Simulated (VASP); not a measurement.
Crystal: Nb.

```xyz
1
Lattice="2.6876 0.0000 0.0000 0.0000 2.6876 0.0000 0.0000 0.0000 2.6876" Properties=species:S:1:pos:R:3 pbc="T T T"
Nb    0.0000    0.0000    0.0000
```

| Item | Value |
| --- | --- |
| Program | VASP 6.6.1 |
| Task | relaxation of cell and atoms |
| Functional | BLYP |
| Potentials or basis | VASP PAW PBE potentials, release 64 (Nb_sv) |
| Cutoff | 600 eV |
| k mesh | 12 × 12 × 12 |
| Occupations | fermi-dirac, width 0.1 eV |
| Spin | no spin polarisation |

At the start: pressure 11.5 GPa; volume 19.41 Å³/atom.

Question: How do energy, volume and symmetry change on relaxing?

Answer: Over 4 steps the energy falls by 55.4 meV/atom and the volume is 21.07 Å³/atom (+8.5 %); space group Pm-3m (No. 221, to 0.05 Å).

The path:
```
step  energy change (eV)  largest force (eV/Å)  pressure (GPa)  volume (Å³)
   1              0.0000                0.0000           11.48        19.41
   2              0.0371                0.0000          -10.71        23.59
   3             -0.0553                0.0000           -0.27        21.12
   4             -0.0554                0.0000           -0.02        21.07
```

Final structure:
```
CELL_PARAMETERS angstrom
2.76209 0.00000 0.00000
0.00000 2.76209 0.00000
0.00000 0.00000 2.76209
ATOMIC_POSITIONS crystal
Nb 0.00000 0.00000 0.00000
```

Caveat: the PAW data sets were made with another functional, which shifts forces and pressure a little.
